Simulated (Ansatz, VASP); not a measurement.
One calculation of Ge, two programs

The input INCAR:

```
ALGO = Fast
EDIFF = 1E-6
ENCUT = 520
GGA = PE
ISIF = 2
ISMEAR = 0
LASPH = True
LCHARG = True
LELF = True
LREAL = False
LVHAR = True
LWAVE = False
NBANDS = 21
NELM = 60
PREC = Accurate
SIGMA = 0.1
```

Contents of KPOINTS:

```
k-points
0
Gamma
  16 16 16
```

POSCAR

```
Ge
1.0
   -2.5650155968      2.5650155968      1.3084254061
    2.5650155968     -2.5650155968      1.3084254061
    2.5650155968      2.5650155968     -1.3084254061
Ge
2
Direct
    0.2500000000      0.7500000000      0.5000000000
    0.5000000000      0.5000000000      0.0000000000
```

Input for Ansatz:

```yaml
crystal:
  lattice:
    - [-2.5650155968, 2.5650155968, 1.3084254061]
    - [2.5650155968, -2.5650155968, 1.3084254061]
    - [2.5650155968, 2.5650155968, -1.3084254061]
  atoms:
    - { symbol: Ge, position: [0.25, 0.75, 0.5] }
    - { symbol: Ge, position: [0.5, 0.5, 0.0] }
basis:
  ecutwfc: 420
kpoints:
  mp_grid: { grid: [16, 16, 16] }
hamiltonian:
  xc: pbe
scf:
  occupations: { method: gaussian, width: 0.1 }
output:
  forces: true
  stress: true
  eigenvalues: true
```

Alike in both runs: task single point; functional PBE; k mesh 16 × 16 × 16; occupations gaussian, width 0.1 eV; no spin polarisation.

|  | VASP | Ansatz |
| --- | --- | --- |
| version | VASP 6.6.1 | Ansatz 0.2.0 |
| potentials or method | VASP PAW PBE potentials, release 64 (Ge_d), cutoff 520 eV | scalar-relativistic, plane waves, PAW |
| valence electrons in the cell | 28 | 28 |

VASP gave:

* gap on the k mesh at the Fermi level (eV): none
* pressure (GPa): 10.6
* traceless stress, the component that is largest in VASP (GPa): 6.69

Problem. Estimate Ansatz's values.

Solution. gap on the k mesh at the Fermi level (eV): none; pressure (GPa): 10.6; traceless stress, the component that is largest in VASP (GPa): 6.68.

A gap of «none» marks a metal or a gap that the smearing closes.
